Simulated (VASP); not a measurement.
Write the native input for VASP 6.6.1 that does the following.

| Item | Value |
| --- | --- |
| Task | relaxation of cell and atoms |
| Functional | r2SCAN |
| Potentials or basis | VASP PAW PBE potentials, release 64 (Cs_sv, Pb_d, Cl) |
| Cutoff | 600 eV |
| k mesh | 4 × 4 × 4 |
| Occupations | fermi-dirac, width 0.02 eV |
| Spin | no spin polarisation |
| Dipole correction | no |
| Further INCAR settings | ALGO = Normal; EDIFF = 1e-06; IBRION = 2; EDIFFG = -0.005; NSW = 80; ISIF = 3 |

Crystal: CsPbCl3.

```xyz
5
Lattice="5.7403 0.0000 0.0000 0.0000 5.7403 0.0000 0.0000 0.0000 5.7403" Properties=species:S:1:pos:R:3 pbc="T T T"
Cs    0.0000    0.0000    0.0000
Pb    2.8701    2.8701    2.8701
Cl    2.8701    2.8701    0.0000
Cl    0.0000    2.8701    2.8701
Cl    2.8701    0.0000    2.8701
```

These files were run (other wordings do the same):

POSCAR

```
CsPbCl3
1.0
    5.7402638197      0.0000000000      0.0000000000
    0.0000000000      5.7402638197      0.0000000000
    0.0000000000      0.0000000000      5.7402638197
Cs Pb Cl
1 1 3
Direct
    0.0000000000      0.0000000000      0.0000000000
    0.5000000000      0.5000000000      0.5000000000
    0.5000000000      0.5000000000      0.0000000000
    0.0000000000      0.5000000000      0.5000000000
    0.5000000000      0.0000000000      0.5000000000
```

INCAR.step1

```
SYSTEM = CsPbCl3
  PREC = Accurate
  ENCUT = 600
  ISMEAR = -1
  SIGMA = 0.02
  LREAL = .False.
  LASPH = .True.
  NELM = 80
  GGA = PE
  ALGO = Normal
  EDIFF = 1E-4
  LWAVE = .True.
  LCHARG = .False.
```

INCAR.step2

```
SYSTEM = CsPbCl3
  PREC = Accurate
  ENCUT = 600
  EDIFF = 1E-6
  ISMEAR = -1
  SIGMA = 0.02
  LREAL = .False.
  LASPH = .True.
  NELM = 80
  ALGO = Normal
  ISIF = 3
  LWAVE = .False.
  LCHARG = .False.
  METAGGA = R2SCAN
  LMIXTAU = .True.
  IBRION = 2
  NSW = 80
  EDIFFG = -0.005
  ISTART = 1
```

KPOINTS

```
regular mesh
0
Gamma
  4 4 4
  0 0 0
```

Potentials or basis: VASP PAW PBE potentials, release 64 (Cs_sv, Pb_d, Cl).

The run is started by

```console
$ cat potpaw_PBE.64/Cs_sv/POTCAR potpaw_PBE.64/Pb_d/POTCAR potpaw_PBE.64/Cl/POTCAR > POTCAR
$ cp INCAR.step1 INCAR
$ mpirun -np 1 vasp_std > vasp.out
$ cp INCAR.step2 INCAR
$ mpirun -np 1 vasp_std > vasp.out
```

Results of the run:

| Item | Value |
| --- | --- |
| Relaxed volume | 36.64 Å³/atom |
| Relaxed cell | a = 5.679 Å, b = 5.679 Å, c = 5.679 Å, α = 90.00°, β = 90.00°, γ = 90.00° |
| Space group after relaxing (to 0.1 Å) | Pm-3m (No. 221) |
| Energy gained by relaxing | 2.9 meV/atom |
| Ionic steps | 3 |
| Pressure after relaxing | 0.0 GPa |
| Band gap on the k mesh | 2.48 eV |

Caveat: the PAW data sets were made with another functional, which shifts forces and pressure a little; spin-orbit coupling is left out, which moves the levels of the heavy elements.

Run time: 8.7 min on 1 thread of Intel Xeon 8259CL, with other jobs on the host, peak memory 0.41 GiB.
